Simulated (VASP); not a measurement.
Wanted: the native input for a VASP 6.6.1 run.

```
Task                   : single point
Functional             : PBE
Potentials or basis    : VASP PAW PBE potentials, release 64 (Au)
Cutoff                 : 520 eV
k mesh                 : 15 × 15 × 2
Occupations            : gaussian, width 0.1 eV
Spin                   : no spin polarisation
Dipole correction      : no
Further INCAR settings : ALGO = Normal; EDIFF = 1e-06; NBANDS = 72
```

The structure of Au (an interface model) lies in POSCAR:

```
Au
1.0
    2.9402301150      0.0000000000      0.0000000000
   -1.4701150575      2.5463139726      0.0000000000
    0.0000000000      0.0000000000     26.8682284886
Au
11
Direct
    0.3333333333      0.6666666667      1.0000000000
    0.6666666667      0.3333333333      0.0899544788
    1.0000000000      1.0000000000      0.1795261019
    0.3333333333      0.6666666667      0.2691065253
    0.6666666667      0.3333333333      0.3586614875
    1.0000000000      1.0000000000      0.4485731470
    0.6666666667      0.3333333333      0.9100455212
    1.0000000000      1.0000000000      0.8204738981
    0.3333333333      0.6666666667      0.7308934747
    0.6666666667      0.3333333333      0.6413385125
    1.0000000000      1.0000000000      0.5514268530
```

One way to write it, as run:

INCAR

```
PREC = Accurate
ENCUT = 520
EDIFF = 1E-6
ISMEAR = 0
SIGMA = 0.1
LREAL = False
LASPH = True
NELM = 100
ALGO = Normal
ISIF = 2
LWAVE = False
LCHARG = False
GGA = PE
NBANDS = 72
```

KPOINTS

```
Automatic mesh
0
Gamma
  15 15 2
```

Potentials or basis: VASP PAW PBE potentials, release 64 (Au).

Launch:

```console
$ cat potpaw_PBE.64/Au/POTCAR > POTCAR
$ mpirun -np 1 vasp_std > vasp.out
```

Results of the run:

* Pressure: -1.5 GPa
* Largest force: 0.003 eV/Å

It took 19 min on 1 thread of Intel(R) Xeon(R) Platinum 8259CL CPU @ 2.50GHz (Skylake/Cascade Lake), with other jobs on the host, peak memory 0.66 GiB.
